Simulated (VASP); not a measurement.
# GaSb (F-43m) in VASP: a series of runs

GaSb is run at these levels: PBE; tasks: single point, elastic constants.

Everything below comes from runs of VASP 6.6.1. Logs are shortened: lines on timing, memory, paths and dates and some standing lists are left out, and cuts for length are marked.

## 1. The cell of the first run

Symmetry: F-43m, No. 216, cubic system. Conventional cell: a = 6.214 Å, b = 6.214 Å, c = 6.214 Å, α = 90.00°, β = 90.00°, γ = 90.00°. Ga (site symmetry -43m) has 4 Sb at 2.69 Å within 3.5 Å. Sb (site symmetry -43m) has 4 Ga at 2.69 Å within 3.5 Å.

## 2. Single point, PBE

File POSCAR:

```
GaSb
1.0
    0.0000000000      3.1068719571      3.1068719571
    3.1068719571      0.0000000000      3.1068719571
    3.1068719571      3.1068719571      0.0000000000
Ga Sb
1 1
Direct
    0.0000000000      0.0000000000      0.0000000000
    0.2500000000      0.2500000000      0.2500000000
```

File INCAR.step1:

```
SYSTEM = GaSb
  ALGO = Normal
  EDIFF = 1E-7
  ENCUT = 520
  GGA = PE
  ISIF = 2
  ISMEAR = 0
  LASPH = .TRUE.
  LCHARG = .TRUE.
  LREAL = .FALSE.
  LWAVE = .FALSE.
  NBANDS = 16
  NELM = 80
  PREC = Accurate
  SIGMA = 0.1
```

File KPOINTS.step1:

```
k-points
0
G
  16 16 16
  0 0 0
```

File INCAR.step2:

```
SYSTEM = GaSb
  ALGO = Normal
  EDIFF = 1E-7
  ENCUT = 520
  GGA = PE
  ICHARG = 11
  ISIF = 2
  ISMEAR = -5
  LASPH = .TRUE.
  LCHARG = .FALSE.
  LORBIT = 11
  LREAL = .FALSE.
  LWAVE = .FALSE.
  NBANDS = 16
  NEDOS = 2001
  NELM = 80
  PREC = Accurate
  SIGMA = 0.1
```

File KPOINTS.step2:

```
k-points
0
G
  24 24 24
  0 0 0
```

Potentials or basis: VASP PAW PBE potentials, release 64 (Ga_d, Sb).

On the command line:

```bash
$ cat potpaw_PBE.64/Ga_d/POTCAR potpaw_PBE.64/Sb/POTCAR > POTCAR
$ cp INCAR.step1 INCAR
$ cp KPOINTS.step1 KPOINTS
$ mpirun -np 1 vasp_std > vasp.out
$ cp INCAR.step2 INCAR
$ cp KPOINTS.step2 KPOINTS
$ mpirun -np 1 vasp_std > vasp.out
```

OUTCAR:

```text
SYSTEM = GaSb
   EDIFF = 1E-7
   ENCUT = 520
   GGA = PE
   ICHARG = 11
   ISIF = 2
   ISMEAR = -5
   LASPH = .TRUE.
   LORBIT = 11
   LREAL = .FALSE.
   NELM = 80
   PREC = Accurate

 ion  position               nearest neighbor table
   1  0.000  0.000  0.000-   2 2.69   2 2.69   2 2.69   2 2.69
   2  0.250  0.250  0.250-   1 2.69   1 2.69   1 2.69   1 2.69

  LATTYP: Found a face centered cubic cell.
 ALAT       =     6.2137439142

  Lattice vectors:

 A1 = (   0.0000000000,   3.1068719571,   3.1068719571)
 A2 = (   3.1068719571,   0.0000000000,   3.1068719571)
 A3 = (   3.1068719571,   3.1068719571,   0.0000000000)

Analysis of symmetry for initial positions (statically):
=====================================================================
 Subroutine PRICEL returns:
 Original cell was already a primitive cell.

 Routine SETGRP: Setting up the symmetry group for a
 face centered cubic supercell.

 Subroutine GETGRP returns: Found 24 space group operations
 (whereof 24 operations were pure point group operations)
 out of a pool of 48 trial point group operations.

The static configuration has the point symmetry T_d .

Analysis of symmetry for dynamics (positions and initial velocities):
=====================================================================
 Subroutine PRICEL returns:
 Original cell was already a primitive cell.

 Routine SETGRP: Setting up the symmetry group for a
 face centered cubic supercell.

 Subroutine GETGRP returns: Found 24 space group operations
 (whereof 24 operations were pure point group operations)
 out of a pool of 48 trial point group operations.

The dynamic configuration has the point symmetry T_d .

 Subroutine INISYM returns: Found 24 space group operations
 (whereof 24 operations are pure point group operations),
 and found     1 'primitive' translations

----------------------------------------------------------------------------------------

                                     Primitive cell

  volume of cell :      59.9791

  direct lattice vectors                    reciprocal lattice vectors
     0.000000000  3.106871957  3.106871957    -0.160933571  0.160933571  0.160933571
     3.106871957  0.000000000  3.106871957     0.160933571 -0.160933571  0.160933571
     3.106871957  3.106871957  0.000000000     0.160933571  0.160933571 -0.160933571

  length of vectors
     4.393780458  4.393780458  4.393780458     0.278745122  0.278745122  0.278745122

[... 89 lines left out ...]
   ISYM   =      2    0-nonsym 1-usesym 2-fastsym
   POTIM  = 0.5000    time-step for ionic-motion
   TEBEG  =    0.0;   TEEND  =   0.0 temperature during run
   PSTRESS=    0.0 pullay stress
   NELECT =      18.0000    total number of electrons
   NUPDOWN=      -1.0000    fix difference up-down
   EMIN   =  10.00;   EMAX   =-10.00  energy-range for DOS
   EFERMI =   0.00;   METHOD = LEGACY
   ISMEAR =    -5;   SIGMA  =   0.10  broadening in eV -4-tet -1-fermi 0-gaus
   EFERMI_NEDOS =   21; number of points for ismear=-14 and -15
   IALGO  =     38    algorithm
   IMIX   =      4    mixing-type and parameters
     AMIX     =   0.40;   BMIX     =  1.00
     AMIX_MAG =   1.60;   BMIX_MAG =  1.00
  volume/ion in A,a.u.               =      29.99       202.38
  Fermi-wavevector in a.u.,A,eV,Ry     =   1.096055  2.071243 16.345174  1.201336
  Thomas-Fermi vector in A             =   2.232390
   LORBIT       =     11    0 simple, 1 ext, 2 COOP (PROOUT), +10 PAW based schemes
   GGA     = PE    functional components
   LHFCALC =     F    Hartree Fock is set to
   AEXX    =    0.0000 exact exchange contribution
   IVDW    =     0    specifies the selected vdW correction
   LEPSILON=     F    determine dielectric tensor
   LRPA    =     F    only Hartree local field effects (RPA)
 non-spin polarized calculation
 Fermi weights with tetrahedron method with Bloechl corrections
  energy-cutoff  :      520.00
  volume of cell :       59.98
 maximum number of plane-waves:      1639
 NGX is ok and might be reduce to    36

 number of electron      17.9999991 magnetization

 Free energy of the ion-electron system (eV)
  ---------------------------------------------------
  ext. energy  EPLUGINS =         0.00000000
  ---------------------------------------------------
  free energy    TOTEN  =        -7.37303409 eV

  energy without entropy =       -7.37303409  energy(sigma->0) =       -7.37303409

 E-fermi :   4.4067     XC(G=0):  -8.8877

 val. band max:        4.4046835781   @ k =   0.0000   0.0000   0.0000
 cond. band min:       4.4046835781   @ k =   0.0000   0.0000   0.0000
 fundamental gap:      0.0000000000
 Fermi energy:         4.4066829507

 k-point     1 :       0.0000    0.0000    0.0000
  band No.  band energies     occupation
      1     -10.5433      2.00000
      2     -10.5433      2.00000
      3     -10.5433      2.00000
      4     -10.4996      2.00000
      5     -10.4996      2.00000
      6      -6.7580      2.00000
[... 433 lines left out ...]
      3     -10.5341      2.00000
      4     -10.4997      2.00000
      5     -10.4992      2.00000
      6      -5.3160      2.00000
[... 8 lines left out ...]
     15      13.6352      0.00000
     16      13.9692      0.00000

 [... further k-points ...]

------------------------ aborting loop because EDIFF is reached ----------------------------------------

  FORCE on cell =-STRESS in cart. coord.  units (eV):
  Direction    XX          YY          ZZ          XY          YZ          ZX
  --------------------------------------------------------------------------------------
  -------------------------------------------------------------------------------------
  Total       -0.0117201     -0.0117201     -0.0117201      0.0000000      0.0000000      0.0000000
  in kB       -0.3130715     -0.3130715     -0.3130715      0.0000000      0.0000000      0.0000000
  external PRESSURE =      -0.3130715 kB  Pullay stress =       0.0000000 kB

 VOLUME and BASIS-vectors are now :
 -----------------------------------------------------------------------------
  energy-cutoff  :      520.00
  volume of cell :       59.98
      direct lattice vectors                 reciprocal lattice vectors
     0.000000000  3.106871957  3.106871957    -0.160933571  0.160933571  0.160933571
     3.106871957  0.000000000  3.106871957     0.160933571 -0.160933571  0.160933571
     3.106871957  3.106871957  0.000000000     0.160933571  0.160933571 -0.160933571

 POSITION                                       TOTAL-FORCE (eV/Angst)
 -----------------------------------------------------------------------------------
      0.00000      0.00000      0.00000         0.000000      0.000000      0.000000
      1.55344      1.55344      1.55344        -0.000000     -0.000000     -0.000000
 -----------------------------------------------------------------------------------
    total drift:                                0.000001      0.000001      0.000001

  FREE ENERGIE OF THE ION-ELECTRON SYSTEM (eV)
  ---------------------------------------------------
  free  energy   TOTEN  =        -7.3730340892 eV

  energy  without entropy=       -7.3730340892  energy(sigma->0) =       -7.37303409

 total charge

# of ion       s       p       d       tot
------------------------------------------
    1        0.912   0.722   9.957  11.592
    2        1.135   1.310   0.025   2.470
--------------------------------------------------
tot          2.047   2.032   9.982  14.062
```

OSZICAR.step1:

```text
N       E                     dE             d eps       ncg     rms          rms(c)
DAV:   1     0.831862952944E+02    0.83186E+02   -0.85957E+03  4704   0.135E+03
DAV:   2    -0.921038618821E+00   -0.84107E+02   -0.81064E+02  5544   0.299E+02
DAV:   3    -0.730379816315E+01   -0.63828E+01   -0.63691E+01  5504   0.652E+01
DAV:   4    -0.741844532118E+01   -0.11465E+00   -0.11463E+00  5856   0.975E+00
DAV:   5    -0.742119482061E+01   -0.27495E-02   -0.27495E-02  5952   0.134E+00    0.300E+00
DAV:   6    -0.738282882235E+01    0.38366E-01   -0.61144E-02  6640   0.375E+00    0.178E+00
DAV:   7    -0.737218570673E+01    0.10643E-01   -0.33840E-02  5384   0.148E+00    0.338E-01
DAV:   8    -0.737313833998E+01   -0.95263E-03   -0.41966E-03  6104   0.725E-01    0.717E-02
DAV:   9    -0.737361486503E+01   -0.47653E-03   -0.63384E-04  5424   0.197E-01    0.302E-02
DAV:  10    -0.737366440461E+01   -0.49540E-04   -0.52813E-05  6032   0.417E-02    0.875E-03
DAV:  11    -0.737367873593E+01   -0.14331E-04   -0.21282E-05  5368   0.324E-02    0.556E-03
DAV:  12    -0.737367979860E+01   -0.10627E-05   -0.17795E-06  5952   0.803E-03    0.144E-03
DAV:  13    -0.737367957297E+01    0.22563E-06   -0.76471E-08  4280   0.300E-03    0.137E-04
DAV:  14    -0.737367961418E+01   -0.41211E-07   -0.18847E-08  4224   0.124E-03
   1 F= -.73736796E+01 E0= -.73736434E+01  d E =-.724920E-04
```

It took 8 min on 1 thread of Intel Xeon 6975P-C (Granite Rapids), shared host; peak memory 0.52 GiB.

Results:

```yaml
Valence_electrons_inside_the_program's_atomic_spheres: Ga 11.59; Sb 2.47
```

Caveat: spin-orbit coupling is left out, which moves the levels of the heavy elements.

## 3. Elastic constants, PBE

File INCAR:

```
PREC     = Accurate       # precision mode
ENCUT    = 600            # plane-wave cutoff, eV
EDIFF    = 1E-8           # SCF threshold, eV
ISMEAR   = -1             # smearing method
SIGMA    = 0.15           # smearing width, eV
LREAL    = F              # projectors in reciprocal space
LASPH    = T              # aspherical terms in the spheres
NELM     = 80             # most SCF steps
ALGO     = Normal         # electronic algorithm
ISIF     = 3              # what is computed and relaxed
LWAVE    = F              # write WAVECAR
LCHARG   = F              # write CHGCAR
GGA      = PE             # functional
IBRION   = 6              # ionic algorithm
NFREE    = 2            
POTIM    = 0.015          # step
NSW      = 1              # ionic steps
KPAR     = 4
```

File KPOINTS:

```
Automatic mesh
0
Gamma
  16 16 16
```

File POSCAR:

```
GaSb
1.0
    0.0000000000      3.1076893488      3.1076893488
    3.1076893488      0.0000000000      3.1076893488
    3.1076893488      3.1076893488      0.0000000000
Ga Sb
1 1
Direct
    0.0000000000      0.0000000000      0.0000000000
    0.2500000000      0.2500000000      0.2500000000
```

Potentials or basis: VASP PAW PBE potentials, release 64 (Ga_d, Sb).

On the command line:

```bash
$ cat potpaw_PBE.64/Ga_d/POTCAR potpaw_PBE.64/Sb/POTCAR > POTCAR
$ mpirun -np 4 vasp_std > vasp.out
```

It took 57 min on 4 MPI ranks of Oxide Virtual Turin-like, shared host; peak memory 1.7 GiB.

It converged, with:

| Quantity | Value |
| --- | --- |
| Elastic constants C11, C12, C44 | 71, 31, 35 GPa |
| Voigt bulk modulus | 44 GPa |
| Highest phonon frequency at Γ, LO-TO splitting left out | 209 cm⁻¹ |

Phonon frequencies in cm⁻¹ (negative: imaginary):
```tsv
q point	frequencies
(0.000, 0.000, 0.000)	0 0 0 209 209 209
```

Elastic tensor in Voigt notation (GPa, in the Cartesian axes of the cell as first typed):
```
71 31 31  0  0  0
31 71 31  0  0  0
31 31 71  0  0  0
 0  0  0 35  0  0
 0  0  0  0 35  0
 0  0  0  0  0 35
```

Clamped-ion elastic tensor (GPa):
```
71 31 31  0  0  0
31 71 31  0  0  0
31 31 71  0  0  0
 0  0  0 50  0  0
 0  0  0  0 50  0
 0  0  0  0  0 50
```

Caveat: spin-orbit coupling is left out, which moves the levels of the heavy elements.
